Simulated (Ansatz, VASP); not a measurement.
## Two plane-wave programs on Mo2C3

```
Mo C
1.0
     1.53232    0.88469    8.36954
    -1.53232    0.88469    8.36954
     0.00000   -1.76937    8.36954
Mo C
2 3
Direct
  0.38819 0.38819 0.38819
  0.61181 0.61181 0.61181
  0.00000 0.00000 0.00000
  0.23896 0.23896 0.23896
  0.76104 0.76104 0.76104
```

Alike in both runs: functional PBE; k mesh 12 × 12 × 12; occupations gaussian, width 0.02 eV; no spin polarisation.

Ansatz relaxed the structure, and its values are those at the end. VASP's run is a single point on that final structure, the one shown.

```csv
,VASP,Ansatz
version,VASP 6.6.1,Ansatz 0.2.0
potentials or method,"VASP PAW PBE potentials, release 64 (Mo_sv, C), cutoff 520 eV","scalar-relativistic, plane waves, PAW"
valence electrons in the cell,40,40
```

```csv
,VASP,Ansatz,Ansatz less VASP
gap on the k mesh at the Fermi level (eV),0.20,0.20,-0.003
least direct gap on the mesh (eV),0.22,0.22,-0.001
pressure (GPa),0.3,0.0,-0.28
rms of the force components (eV/Å),0.008,0.001,-0.0069
```

With one functional, cell and mesh, what is left measures potentials, basis and numerics.
